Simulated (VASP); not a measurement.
The system is Cd2TeO.

```
O Cd Te
1.0
     4.00501    0.00000    0.00000
     0.00000    4.00501    0.00000
     0.00000    0.00000    5.50078
O Cd Te
1 2 1
Direct
  0.00000 0.00000 0.00000
  0.00000 0.00000 0.50000
  0.50000 0.50000 0.00000
  0.50000 0.50000 0.50000
```

- Program: VASP 6.6.1
- Task: relaxation of cell and atoms
- Functional: r2SCAN
- Potentials or basis: VASP PAW PBE potentials, release 64 (O, Cd, Te)
- Cutoff: 600 eV
- k mesh: 6 × 6 × 4
- Occupations: fermi-dirac, width 0.02 eV
- Spin: no spin polarisation

At the start: pressure -1.8 GPa; volume 22.06 Å³/atom.

**Question.** Where does the relaxation end?

**Answer.** Over 6 steps the energy falls by 4.1 meV/atom and the volume is 21.50 Å³/atom (-2.5 %); space group P4/mmm (No. 123, to 0.05 Å).

The path:
| step | energy change (eV) | largest force (eV/Å) | pressure (GPa) | volume (Å³) |
| --- | --- | --- | --- | --- |
| 1 | 0.0000 | 0.0000 | -1.80 | 88.23 |
| 2 | -0.0141 | 0.0000 | 0.77 | 85.10 |
| 3 | -0.0156 | 0.0000 | 0.11 | 85.83 |
| 4 | -0.0156 | 0.0000 | 0.05 | 85.87 |
| 5 | -0.0161 | 0.0000 | 0.00 | 85.95 |
| 6 | -0.0162 | 0.0000 | -0.02 | 86.00 |

Final structure:
```yaml
crystal:
  lattice:
    - [3.98690, 0.00000, 0.00000]
    - [0.00000, 3.98690, 0.00000]
    - [0.00000, 0.00000, 5.41029]
  atoms:
    - { symbol: O, position: [0.00000, 0.00000, 0.00000] }
    - { symbol: Cd, position: [0.00000, 0.00000, 0.50000] }
    - { symbol: Cd, position: [0.50000, 0.50000, 0.00000] }
    - { symbol: Te, position: [0.50000, 0.50000, 0.50000] }
```

Caveat: the PAW data sets were made with another functional, which shifts forces and pressure a little.
